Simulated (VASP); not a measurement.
# Al6H in VASP: relaxation of the atoms with PBEsol

Aim: the relaxation of the atoms of Al6H with PBEsol.

All numbers are computed with VASP 6.6.1; they aren't measurements. Logs are shortened: lines on timing, memory, paths and dates and some standing lists are left out, and cuts for length are marked.

## 1. The cell of the first run

The cell holds a slab with vacuum, 7 atoms: a = 2.839 Å, b = 4.016 Å, c = 26.099 Å, α = 90.00°, β = 90.00°, γ = 90.00°.

## 2. Relaxation of the atoms, PBEsol

INCAR reads:

```
SYSTEM = Al6H
PREC = Accurate
ENCUT = 520
EDIFF = 1E-6
ISMEAR = 0
SIGMA = 0.1
LREAL = .False.
LASPH = .True.
NELM = 80
ALGO = Normal
ISIF = 2
LWAVE = .False.
LCHARG = .False.
LDIPOL = .True.
IDIPOL = 3
DIPOL = 0.5 0.5 0.487
GGA = PS
IBRION = 2
NSW = 90
EDIFFG = -0.03
```

KPOINTS reads:

```
regular mesh
0
Gamma
  10 7 1
  0 0 0
```

POSCAR reads:

```
Al6H
1.0
    2.8394270062      0.0000000000      0.0000000000
    0.0000000000      4.0155561815      0.0000000000
    0.0000000000      0.0000000000     26.0985675155
Al H
6 1
Selective dynamics
Direct
    0.5000000000      0.5000000000      0.3256883733  F F F
    0.0000000000      0.0000000000      0.3800865123  F F F
    0.5000000000      0.5000000000      0.4344846513  F F F
    0.0000000000      0.0000000000      0.4863154555  T T T
    0.5000000000      0.5000000000      0.5431153486  T T T
    0.0000000000      0.0000000000      0.5914115929  T T T
    0.0000000000      0.0000000000      0.6496523373  T T T
```

Potentials or basis: VASP PAW PBE potentials, release 64 (Al, H).

The run is started by

```sh
$ cat potpaw_PBE.64/Al/POTCAR potpaw_PBE.64/H/POTCAR > POTCAR
$ mpirun -np 1 vasp_std > vasp.out
```

OUTCAR:

```text
SYSTEM = Al6H
   PREC = Accurate
   ENCUT = 520
   EDIFF = 1E-6
   ISMEAR = 0
   LREAL = .False.
   LASPH = .True.
   NELM = 80
   ISIF = 2
   GGA = PS
   IBRION = 2
   NSW = 90
   EDIFFG = -0.03

 ion  position               nearest neighbor table
   1  0.500  0.500  0.326-   2 2.84   2 2.84   2 2.84   2 2.84   3 2.84
   2  0.000  0.000  0.380-   4 2.77   3 2.84   1 2.84   1 2.84   3 2.84   1 2.84   3 2.84   1 2.84
                             3 2.84
   3  0.500  0.500  0.434-   4 2.81   4 2.81   4 2.81   4 2.81   5 2.84   2 2.84   2 2.84   2 2.84
                             2 2.84   1 2.84
   4  0.000  0.000  0.486-   6 2.74   2 2.77   3 2.81   3 2.81   3 2.81   3 2.81   5 2.87   5 2.87
                             5 2.87   5 2.87
   5  0.500  0.500  0.543-   6 2.76   6 2.76   6 2.76   6 2.76   3 2.84   4 2.87   4 2.87   4 2.87
                             4 2.87
   6  0.000  0.000  0.591-   7 1.52   4 2.74   5 2.76   5 2.76   5 2.76   5 2.76
   7  0.000  0.000  0.650-   6 1.52

  LATTYP: Found a simple orthorhombic cell.
 ALAT       =     2.8394270062
 B/A-ratio  =     1.4142135624
 C/A-ratio  =     9.1914909094

  Lattice vectors:

 A1 = (   2.8394270062,   0.0000000000,   0.0000000000)
 A2 = (   0.0000000000,   4.0155561815,   0.0000000000)
 A3 = (   0.0000000000,   0.0000000000,  26.0985675155)

Analysis of symmetry for initial positions (statically):
=====================================================================
 Subroutine PRICEL returns:
 Original cell was already a primitive cell.

 Routine SETGRP: Setting up the symmetry group for a
 simple orthorhombic supercell.

 Subroutine GETGRP returns: Found  4 space group operations
 (whereof  4 operations were pure point group operations)
 out of a pool of  8 trial point group operations.

The static configuration has the point symmetry C_2v.

Analysis of symmetry for dynamics (positions and initial velocities):
=====================================================================
 Subroutine PRICEL returns:
 Original cell was already a primitive cell.

 Routine SETGRP: Setting up the symmetry group for a
 simple orthorhombic supercell.

 Subroutine GETGRP returns: Found  4 space group operations
 (whereof  4 operations were pure point group operations)
 out of a pool of  8 trial point group operations.

The dynamic configuration has the point symmetry C_2v.

Analysis of constrained symmetry for selective dynamics:
=====================================================================
 Subroutine PRICEL returns:
 Original cell was already a primitive cell.

 Routine SETGRP: Setting up the symmetry group for a
 simple orthorhombic supercell.

 Subroutine GETGRP returns: Found  4 space group operations
 (whereof  4 operations were pure point group operations)
 out of a pool of  8 trial point group operations.

The constrained configuration has the point symmetry C_2v.

 Subroutine INISYM returns: Found  4 space group operations
 (whereof  4 operations are pure point group operations),
 and found     1 'primitive' translations

----------------------------------------------------------------------------------------

                                     Primitive cell

  volume of cell :     297.5727

  direct lattice vectors                    reciprocal lattice vectors
     2.839427006  0.000000000  0.000000000     0.352183732  0.000000000  0.000000000
     0.000000000  4.015556182  0.000000000     0.000000000  0.249031505  0.000000000
     0.000000000  0.000000000 26.098567516     0.000000000  0.000000000  0.038316279

  length of vectors
     2.839427006  4.015556182 26.098567516     0.352183732  0.249031505  0.038316279

  position of ions in fractional coordinates (direct lattice)
     0.500000000  0.500000000  0.325688373
     0.000000000  0.000000000  0.380086512
     0.500000000  0.500000000  0.434484651
     0.000000000  0.000000000  0.486315455
     0.500000000  0.500000000  0.543115349
     0.000000000  0.000000000  0.591411593
     0.000000000  0.000000000  0.649652337

  ion indices of the primitive-cell ions
   primitive index   ion index
                 1           1
                 2           2
                 3           3
                 4           4
                 5           5
                 6           6
                 7           7

----------------------------------------------------------------------------------------

 KPOINTS: regular mesh

Automatic generation of k-mesh.
 Grid dimensions read from file:
 generate k-points for:   10    7    1

 Generating k-lattice:

  Cartesian coordinates                     Fractional coordinates (reciprocal lattice)
     0.035218373  0.000000000  0.000000000     0.100000000  0.000000000  0.000000000
     0.000000000  0.035575929  0.000000000     0.000000000  0.142857143  0.000000000
     0.000000000  0.000000000  0.038316279     0.000000000  0.000000000  1.000000000

  Length of vectors
     0.035218373  0.035575929  0.038316279

  Shift w.r.t. Gamma in fractional coordinates (k-lattice)
     0.000000000  0.000000000  0.000000000

 Subroutine IBZKPT returns following result:
 ===========================================

 Found     24 irreducible k-points:

 Following reciprocal coordinates:
            Coordinates               Weight
  0.000000  0.000000  0.000000      1.000000
  0.100000  0.000000  0.000000      2.000000
  0.200000  0.000000  0.000000      2.000000
  0.300000  0.000000  0.000000      2.000000
  0.400000  0.000000  0.000000      2.000000
  0.500000  0.000000  0.000000      1.000000
[... 16 lines left out ...]
  0.400000  0.428571  0.000000      4.000000
  0.500000  0.428571  0.000000      2.000000
   k-points           NKPTS =     24   k-points in BZ     NKDIM =     24   number of bands    NBANDS=     13
   number of dos      NEDOS =    301   number of ions     NIONS =      7
   total plane-waves  NPLWV = 141120
   dimension x,y,z NGX =    24 NGY =   30 NGZ =  196
   dimension x,y,z NGXF=    48 NGYF=   60 NGZF=  392
   ions per type =               6   1
   NGX,Y,Z   is equivalent  to a cutoff of  14.05, 12.42, 12.49 a.u.
   NGXF,Y,Z  is equivalent  to a cutoff of  28.10, 24.84, 24.97 a.u.
 SYSTEM =  Al6H
   PREC   = accura    normal or accurate (medium, high low for compatibility)
   ISTART =      0    job   : 0-new  1-cont  2-samecut
   ICHARG =      2    charge: 1-file 2-atom 10-const
   ISPIN  =      1    spin polarized calculation?
   LNONCOLLINEAR =      F non collinear calculations
   LSORBIT =      F    spin-orbit coupling
   LASPH  =      T    aspherical Exc in radial PAW
   ENCUT  =  520.0 eV  38.22 Ry    6.18 a.u.   5.28  7.47 48.53*2*pi/ulx,y,z
   NELM   =     80;   NELMIN=  2; NELMDL= -5     # of ELM steps
   EDIFF  = 0.1E-05   stopping-criterion for ELM
   LREAL  =      F    real-space projection
   EDIFFG = -.3E-01   stopping-criterion for IOM
   NSW    =     90    number of steps for IOM
   IBRION =      2    ionic relax: 0-MD 1-quasi-New 2-CG
   NFREE  =      1    steps in history (QN), initial steepest desc. (CG)
   ISIF   =      2    stress and relaxation
   ISYM   =      2    0-nonsym 1-usesym 2-fastsym
   POTIM  = 0.5000    time-step for ionic-motion
   TEBEG  =    0.0;   TEEND  =   0.0 temperature during run
   PSTRESS=    0.0 pullay stress
   NELECT =      19.0000    total number of electrons
   NUPDOWN=      -1.0000    fix difference up-down
   EMIN   =  10.00;   EMAX   =-10.00  energy-range for DOS
   EFERMI =   0.00;   METHOD = LEGACY
   ISMEAR =     0;   SIGMA  =   0.10  broadening in eV -4-tet -1-fermi 0-gaus
   EFERMI_NEDOS =   21; number of points for ismear=-14 and -15
   IALGO  =     38    algorithm
   IMIX   =      4    mixing-type and parameters
     AMIX     =   0.40;   BMIX     =  1.00
     AMIX_MAG =   1.60;   BMIX_MAG =  1.00
  volume/ion in A,a.u.               =      42.51       286.87
  Fermi-wavevector in a.u.,A,eV,Ry     =   0.654327  1.236499  5.825255  0.428144
  Thomas-Fermi vector in A             =   1.724850
   LORBIT       =      0    0 simple, 1 ext, 2 COOP (PROOUT), +10 PAW based schemes
   GGA     = PS    functional components
   LHFCALC =     F    Hartree Fock is set to
   AEXX    =    0.0000 exact exchange contribution
   IVDW    =     0    specifies the selected vdW correction
   LEPSILON=     F    determine dielectric tensor
   LRPA    =     F    only Hartree local field effects (RPA)
 conjugate gradient relaxation of ions
 non-spin polarized calculation
 Gauss-broadening in eV      SIGMA  =   0.10
  energy-cutoff  :      520.00
  volume of cell :      297.57
 maximum number of plane-waves:      8047
 NGX is ok and might be reduce to    24
   NGX = 11   NGY = 15   NGZ = 97

 dipolmoment           0.000000      0.000000     -0.030774 electrons x Angstroem

--------------------------------------- Ionic step        1  -------------------------------------------

 number of electron      18.9999999 magnetization

 Free energy of the ion-electron system (eV)
  ---------------------------------------------------
  ext. energy  EPLUGINS =         0.00000000
  ---------------------------------------------------
  free energy    TOTEN  =       -25.97639606 eV

  energy without entropy =      -25.95082555  energy(sigma->0) =      -25.96361081

------------------------ aborting loop because EDIFF is reached ----------------------------------------

  FORCE on cell =-STRESS in cart. coord.  units (eV):
  Direction    XX          YY          ZZ          XY          YZ          ZX
  --------------------------------------------------------------------------------------
  -------------------------------------------------------------------------------------
  Total       -0.9278195     -1.2315351      3.2184863      0.0000000      0.0000000      0.0000000
  in kB       -4.9955232     -6.6307753     17.3288268      0.0000000      0.0000000      0.0000000
  external PRESSURE =       1.9008428 kB  Pullay stress =       0.0000000 kB
[... 104 lines left out ...]
  FREE ENERGIE OF THE ION-ELECTRON SYSTEM (eV)
  ---------------------------------------------------
  free  energy   TOTEN  =       -26.0140782318 eV

  energy  without entropy=      -25.9890619294  energy(sigma->0) =      -26.00157008

[... ionic steps 4 to 18 ...]

--------------------------------------- Ionic step       19  -------------------------------------------

 number of electron      18.9999999 magnetization

------------------------ aborting loop because EDIFF is reached ----------------------------------------
[... 77 lines left out ...]
--------------------------------------- Ionic step       21  -------------------------------------------

 number of electron      18.9999999 magnetization

 dipolmoment           0.000000      0.000000      0.090928 electrons x Angstroem

 Free energy of the ion-electron system (eV)
  ---------------------------------------------------
  ext. energy  EPLUGINS =         0.00000000
  ---------------------------------------------------
  free energy    TOTEN  =       -26.07301561 eV

  energy without entropy =      -26.05459098  energy(sigma->0) =      -26.06380329

 E-fermi :  -0.6272     XC(G=0):  -4.2977

 val. band max:       -0.6655011414   @ k =   0.3000   0.4286   0.0000
 cond. band min:      -0.5888547014   @ k =   0.4000   0.4286   0.0000
 fundamental gap:      0.0766464401
 Fermi energy:        -0.6271737661

 k-point     1 :       0.0000    0.0000    0.0000
  band No.  band energies     occupation
      1     -11.2960      2.00000
      2     -10.0469      2.00000
      3      -8.1907      2.00000
      4      -6.0601      2.00000
      5      -4.1713      2.00000
      6      -3.0269      2.00000
      7      -1.9315      2.00000
      8      -1.8443      2.00000
      9      -1.6066      2.00000
     10      -0.3081      0.00001
     11      -0.0281      0.00000
     12       0.8319      0.00000
     13       1.8053      0.00000
[... 356 lines left out ...]
      2      -5.1850      2.00000
      3      -4.2169      2.00000
      4      -4.0369      2.00000
      5      -3.8664      2.00000
      6      -3.8346      2.00000
      7      -3.3065      2.00000
      8      -2.7573      2.00000
      9      -2.2654      2.00000
     10      -2.0871      2.00000
     11      -2.0740      2.00000
     12      -0.6681      1.43738
     13      -0.4662      0.02279

------------------------ aborting loop because EDIFF is reached ----------------------------------------

 vacuum level on the upper side and lower side of the slab       (xc-potential included)         0.614        -0.796

  FORCE on cell =-STRESS in cart. coord.  units (eV):
  Direction    XX          YY          ZZ          XY          YZ          ZX
  --------------------------------------------------------------------------------------
  -------------------------------------------------------------------------------------
  Total       -2.8705542     -2.5043751      0.0256076      0.0000000      0.0000000      0.0000000
  in kB      -15.4555065    -13.4839419      0.1378754      0.0000000      0.0000000      0.0000000
  external PRESSURE =      -9.6005243 kB  Pullay stress =       0.0000000 kB
[... 22 lines left out ...]
  FREE ENERGIE OF THE ION-ELECTRON SYSTEM (eV)
  ---------------------------------------------------
  free  energy   TOTEN  =       -26.0730156075 eV

  energy  without entropy=      -26.0545909771  energy(sigma->0) =      -26.06380329

 reached required accuracy - stopping structural energy minimisation

 vacuum level on the upper side and lower side of the slab         5.016         3.578
```

Wall time 13 min (1 thread of Intel Xeon Platinum 8559C (Emerald Rapids), shared host); peak memory 0.43 GiB.

Results:

| Quantity | Value |
| --- | --- |
| Free energy | -26.0730 eV |
| Energy gained by relaxing | 13.8 meV/atom |
| Ionic steps | 21 |
| Band gap on the k mesh | zero (an odd number of electrons rules out a gap without spin polarisation) |

Step by step:
```csv
step,energy change (eV),largest force on free atoms (eV/Å),pressure (GPa)
1,0.0000,1.2336,0.19
2,-0.0339,0.6579,-0.05
3,-0.0377,0.3358,0.00
4,-0.0460,0.2708,-0.05
5,-0.0581,0.1192,-0.18
6,-0.0583,0.1535,-0.20
7,-0.0614,0.1240,-0.24
8,-0.0687,0.1441,-0.36
9,-0.0755,0.2499,-0.60
10,-0.0776,0.2516,-0.62
11,-0.0826,0.2540,-0.66
12,-0.0845,0.3708,-0.75
13,-0.0851,0.2501,-0.72
14,-0.0881,0.2196,-0.76
15,-0.0941,0.1617,-0.88
16,-0.0930,0.0687,-1.09
17,-0.0957,0.1122,-0.98
18,-0.0963,0.0425,-0.98
19,-0.0963,0.0414,-0.98
20,-0.0964,0.0317,-0.97
21,-0.0966,0.0117,-0.96
```

Final structure:
```yaml
crystal:
  lattice:
    - [2.83943, 0.00000, 0.00000]
    - [0.00000, 4.01556, 0.00000]
    - [0.00000, 0.00000, 26.09857]
  atoms:
    - { symbol: Al, position: [0.50000, 0.50000, 0.32569] }
    - { symbol: Al, position: [0.00000, 0.00000, 0.38009] }
    - { symbol: Al, position: [0.50000, 0.50000, 0.43448] }
    - { symbol: Al, position: [0.00000, 0.00000, 0.48942] }
    - { symbol: Al, position: [0.50000, 0.50000, 0.54865] }
    - { symbol: Al, position: [0.00000, 0.00000, 0.60102] }
    - { symbol: H, position: [0.00000, 0.00000, 0.66263] }
```

Caveat: the highest band is partly filled, so the run has too few bands; the PAW data sets were made with another functional, which shifts forces and pressure a little.

The gap in the log of VASP goes by the Fermi energy; the results here count the filled bands.